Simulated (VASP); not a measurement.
# AsPdCl5 (P4/mmm) in VASP: settings compared, part 2 of 2

VASP 6.6.1. The steps go on from the part before.

### 4 Relaxation of cell and atoms, PBEsol

This run uses another cell than the first one, of 26.53 Å³/atom.

INCAR

```
SYSTEM = AsPdCl5
ALGO     = Normal         ! electronic algorithm
EDIFF    = 1E-6           ! SCF threshold, eV
EDIFFG   = -0.01          ! ionic threshold
ENCUT    = 600            ! plane-wave cutoff, eV
GGA      = PS             ! functional
IBRION   = 2              ! ionic algorithm
ISIF     = 3              ! what is computed and relaxed
ISMEAR   = -1             ! smearing method
LASPH    = .TRUE.         ! aspherical terms in the spheres
LCHARG   = .FALSE.        ! write CHGCAR
LREAL    = .FALSE.        ! projectors in reciprocal space
LWAVE    = .FALSE.        ! write WAVECAR
NELM     = 60             ! most SCF steps
NSW      = 100            ! ionic steps
PREC     = Accurate       ! precision mode
SIGMA    = 0.03           ! smearing width, eV
```

KPOINTS

```
k-points
0
G
  4 4 4
  0 0 0
```

POSCAR

```
AsPdCl5
1.0
    4.7415581000      0.0000000000      0.0000000000
    0.0000000000      4.7415581000      0.0000000000
    0.0000000000      0.0000000000      8.2616201000
As Pd Cl
1 1 5
Direct
    0.0000000000      0.0000000000      0.5000000000
    0.5000000000      0.5000000000      0.0000000000
    0.0000000000      0.0000000000      0.0000000000
    0.5000000000      0.0000000000      0.7047851500
    0.0000000000      0.5000000000      0.7047851500
    0.5000000000      0.0000000000      0.2952148500
    0.0000000000      0.5000000000      0.2952148500
```

Potentials or basis: VASP PAW PBE potentials, release 64 (As, Pd, Cl).

Launch:

```bash
cat potpaw_PBE.64/As/POTCAR potpaw_PBE.64/Pd/POTCAR potpaw_PBE.64/Cl/POTCAR > POTCAR
mpirun -np 1 vasp_std > vasp.out
```

OUTCAR:

```text
SYSTEM = AsPdCl5
   EDIFF = 1E-6
   EDIFFG = -0.01
   ENCUT = 600
   GGA = PS
   IBRION = 2
   ISIF = 3
   ISMEAR = -1
   LASPH = .TRUE.
   LREAL = .FALSE.
   NELM = 60
   NSW = 100
   PREC = Accurate

 ion  position               nearest neighbor table
   1  0.000  0.000  0.500-
   2  0.500  0.500  0.000-
   3  0.000  0.000  0.000-
   4  0.500  0.000  0.705-
   5  0.000  0.500  0.705-
   6  0.500  0.000  0.295-
   7  0.000  0.500  0.295-

  LATTYP: Found a simple tetragonal cell.
 ALAT       =     4.7415581000
 C/A-ratio  =     1.7423850822

  Lattice vectors:

 A1 = (   4.7415581000,   0.0000000000,   0.0000000000)
 A2 = (   0.0000000000,   4.7415581000,   0.0000000000)
 A3 = (   0.0000000000,   0.0000000000,   8.2616201000)

Analysis of symmetry for initial positions (statically):
=====================================================================
 Subroutine PRICEL returns:
 Original cell was already a primitive cell.

 Routine SETGRP: Setting up the symmetry group for a
 simple tetragonal supercell.

 Subroutine GETGRP returns: Found 16 space group operations
 (whereof 16 operations were pure point group operations)
[... 159 lines left out ...]

 number of electron      50.0000001 magnetization

 Free energy of the ion-electron system (eV)
  ---------------------------------------------------
  ext. energy  EPLUGINS =         0.00000000
  ---------------------------------------------------
  free energy    TOTEN  =       -18.46361770 eV

  energy without entropy =      -18.41084031  energy(sigma->0) =      -18.43722901

------------------------ aborting loop because EDIFF is reached ----------------------------------------

  FORCE on cell =-STRESS in cart. coord.  units (eV):
  Direction    XX          YY          ZZ          XY          YZ          ZX
  --------------------------------------------------------------------------------------
  -------------------------------------------------------------------------------------
  Total      -10.3813943    -10.3813943     -9.9351342      0.0000000     -0.0000000      0.0000000
  in kB      -89.5486196    -89.5486196    -85.6992351      0.0000000     -0.0000000      0.0000000
  external PRESSURE =     -88.2654914 kB  Pullay stress =       0.0000000 kB
[... 1309 lines left out ...]
     29       6.5555      0.00000
     30       7.2616      0.00000

[... ionic steps 4 to 16 ...]

--------------------------------------- Ionic step       17  -------------------------------------------

 number of electron      49.9999997 magnetization

------------------------ aborting loop because EDIFF is reached ----------------------------------------
[... 77 lines left out ...]
--------------------------------------- Ionic step       19  -------------------------------------------

 number of electron      49.9999998 magnetization

 Free energy of the ion-electron system (eV)
  ---------------------------------------------------
  ext. energy  EPLUGINS =         0.00000000
  ---------------------------------------------------
  free energy    TOTEN  =       -20.20567144 eV

  energy without entropy =      -20.17197137  energy(sigma->0) =      -20.18882141

 E-fermi :   3.2944     XC(G=0): -10.0678

 val. band max:        3.2630308922   @ k =   0.5000   0.2500   0.2500
 cond. band min:       3.2983134916   @ k =   0.2500   0.2500   0.5000
 fundamental gap:      0.0352825994
 Fermi energy:         3.2943584897
[... 626 lines left out ...]
  FREE ENERGIE OF THE ION-ELECTRON SYSTEM (eV)
  ---------------------------------------------------
  free  energy   TOTEN  =       -20.2056714421 eV

  energy  without entropy=      -20.1719713725  energy(sigma->0) =      -20.18882141

 reached required accuracy - stopping structural energy minimisation
```

CONTCAR:

```text
AsPdCl5
   1.00000000000000
     4.1803591185997186    0.0000000000000000    0.0000000000000000
    -0.0000000000000000    4.1803591185997186   -0.0000000000000000
     0.0000000000000000   -0.0000000000000000    8.2012396084345394
  As              Pd              Cl
     1     1     5
Direct
     0.0000000000000000    0.0000000000000000    0.5000000000000000
     0.5000000000000000    0.5000000000000000    0.0000000000000000
     0.0000000000000000    0.0000000000000000    0.0000000000000000
     0.5000000000000000    1.0000000000000000    0.6914705233929106
     0.0000000000000000    0.5000000000000000    0.6914705233929106
     0.5000000000000000    0.0000000000000000    0.3085294766070893
     0.0000000000000000    0.5000000000000000    0.3085294766070893

  0.00000000E+00  0.00000000E+00  0.00000000E+00
  0.00000000E+00  0.00000000E+00  0.00000000E+00
  0.00000000E+00  0.00000000E+00  0.00000000E+00
  0.00000000E+00  0.00000000E+00  0.00000000E+00
  0.00000000E+00  0.00000000E+00  0.00000000E+00
  0.00000000E+00  0.00000000E+00  0.00000000E+00
  0.00000000E+00  0.00000000E+00  0.00000000E+00
```

Run time: 13 min. Hardware: 1 thread of Intel Xeon 6975P-C (Granite Rapids), shared host; peak memory 0.43 GiB.

What came out:

| Quantity | Value |
| --- | --- |
| Free energy | -20.2057 eV |
| Relaxed volume | 20.47 Å³/atom |
| Relaxed cell | a = 4.180 Å, b = 4.180 Å, c = 8.201 Å, α = 90.00°, β = 90.00°, γ = 90.00° |
| Space group after relaxing (to 0.1 Å) | P4/mmm (No. 123) |
| Energy gained by relaxing | 248.9 meV/atom |
| Ionic steps | 19 |
| Pressure after relaxing | 0.0 GPa |
| Largest force after relaxing | 0.004 eV/Å |
| Band gap on the k mesh | zero (bands 25 and 26 overlap by 0.67 eV) |

Forces in eV/Å, atoms in the order of the input:
```
As   0.000  0.000  0.000
Pd   0.000  0.000  0.000
Cl   0.000  0.000  0.000
Cl   0.000  0.000  0.004
Cl   0.000  0.000  0.004
Cl   0.000  0.000 -0.004
Cl   0.000  0.000 -0.004
```

The path:
```tsv
step	energy change (eV)	largest force (eV/Å)	pressure (GPa)	volume (Å³)
1	0.0000	0.6032	-8.83	185.74
2	-1.6167	0.1115	-3.38	149.15
3	-1.7181	0.0925	-0.33	140.87
4	-1.7187	0.1152	0.03	140.05
5	-1.7232	0.0613	0.06	139.81
6	-1.7263	0.0256	0.12	139.42
7	-1.7263	0.0323	0.13	139.39
8	-1.7272	0.0439	-0.04	139.82
9	-1.7277	0.0609	-0.28	140.47
10	-1.7280	0.0598	-0.28	140.50
11	-1.7291	0.0574	-0.27	140.58
12	-1.7312	0.0526	-0.24	140.74
13	-1.7347	0.0454	-0.17	141.04
14	-1.7396	0.0371	0.03	141.58
15	-1.7356	0.0195	0.71	142.39
16	-1.7408	0.0234	0.22	141.86
17	-1.7417	0.0333	-0.16	143.39
18	-1.7417	0.0313	-0.08	143.10
19	-1.7421	0.0042	-0.01	143.32
```

Final structure:
```
As Pd Cl
1.0
     4.18036    0.00000    0.00000
     0.00000    4.18036    0.00000
     0.00000    0.00000    8.20124
As Pd Cl
1 1 5
Direct
  0.00000 0.00000 0.50000
  0.50000 0.50000 0.00000
  0.00000 0.00000 0.00000
  0.50000 0.00000 0.69147
  0.00000 0.50000 0.69147
  0.50000 0.00000 0.30853
  0.00000 0.50000 0.30853
```

Levels at points of the mesh, in eV from the Fermi level:
```tsv
k point	band 20	band 21	band 22	band 23	band 24	band 25	band 26	band 27	band 28	band 29
(0.00, 0.00, 0.00)	-0.88	-0.84	-0.80	-0.80	-0.71	-0.09	-0.09	1.66	2.31	2.61
(0.50, 0.00, 0.00)	-0.68	-0.62	-0.42	-0.41	-0.20	-0.06	0.56	2.84	3.57	3.68
(0.50, 0.50, 0.00)	-0.60	-0.39	-0.18	-0.18	-0.07	0.37	0.49	2.50	3.33	3.33
(0.00, 0.00, 0.50)	-0.71	-0.67	-0.32	-0.32	-0.31	-0.30	-0.30	1.12	2.51	2.51
(0.50, 0.00, 0.50)	-1.05	-0.83	-0.53	-0.48	-0.10	0.16	0.58	2.69	3.39	3.65
(0.50, 0.50, 0.50)	-0.59	-0.58	-0.58	-0.39	-0.07	0.31	0.54	2.89	3.28	3.28
```

Caveat: the volume moved by over 15 % at a fixed basis, so the end points are rough; the PAW data sets were made with another functional, which shifts forces and pressure a little.

### 5 The runs side by side

| task | level | cell | k mesh | cutoff (eV) | gap on the mesh (eV) | pressure (GPa) |
| --- | --- | --- | --- | --- | --- | --- |
| single point | PBEsol | a = 4.178, b = 4.178, c = 8.217 Å, 7 atoms, atomic positions A | 4 × 4 × 4 | 520 | none | -0.1 |
| single point | r2SCAN+rVV10 | a = 4.185, b = 4.185, c = 8.502 Å, 7 atoms, atomic positions B | 6 × 6 × 4 | 520 | none | -0.1 |
| relaxation of cell and atoms | PBEsol | relaxed from a = 4.742, b = 4.742, c = 8.262 Å, 7 atoms, atomic positions C | 4 × 4 × 4 | 600 | none | 0.0 |

Alike in all rows: potentials or basis VASP PAW PBE potentials, release 64 (As, Pd, Cl); no spin polarisation; smearing fermi-dirac 0.03 eV.

Caveats: some runs use coarse meshes; the PAW data sets were made with another functional, which shifts forces and pressure a little; the volume moved by over 15 % at a fixed basis, so the end points are rough (at least some runs).

Total energies depend on the potentials used, so only differences within one code and one set of settings carry meaning.

The gap in the log of VASP goes by the Fermi energy; the results here count the filled bands.